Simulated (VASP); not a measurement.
A run of VASP 6.6.1 is set up as follows.

The input INCAR:

```
ALGO = Normal ; EDIFF = 1E-6
ENCUT = 500 ; GGA = PE
GGA_COMPAT = False ; ISIF = 2
ISMEAR = -1 ; LASPH = True
LCHARG = True ; LELF = True
LREAL = False ; LVHAR = True
LWAVE = False ; NBANDS = 14
NELM = 120 ; PREC = Accurate
SIGMA = 0.08
```

Contents of KPOINTS:

```
k-points
0
Gamma
  14 14 14
```

File POSCAR:

```
Bi
1.0
    0.0000000000      2.3200846681      2.3200846681
    2.3200846681      0.0000000000      2.3200846681
    2.3200846681      2.3200846681      0.0000000000
Bi
1
Direct
    0.0000000000      0.0000000000      0.0000000000
```

Potentials or basis: VASP PAW PBE potentials, release 64 (Bi_d).

The run is started by

```sh
$ cat potpaw_PBE.64/Bi_d/POTCAR > POTCAR
$ mpirun -np 1 vasp_std > vasp.out
```

Question: Predict the band gap on the k mesh.

Answer: Zero (an odd number of electrons rules out a gap without spin polarisation).

Question: What does it give for the pressure?

Answer: 21.4 GPa.

Caveat: the cell stands under pressure; spin-orbit coupling is left out, which moves the levels of the heavy elements.
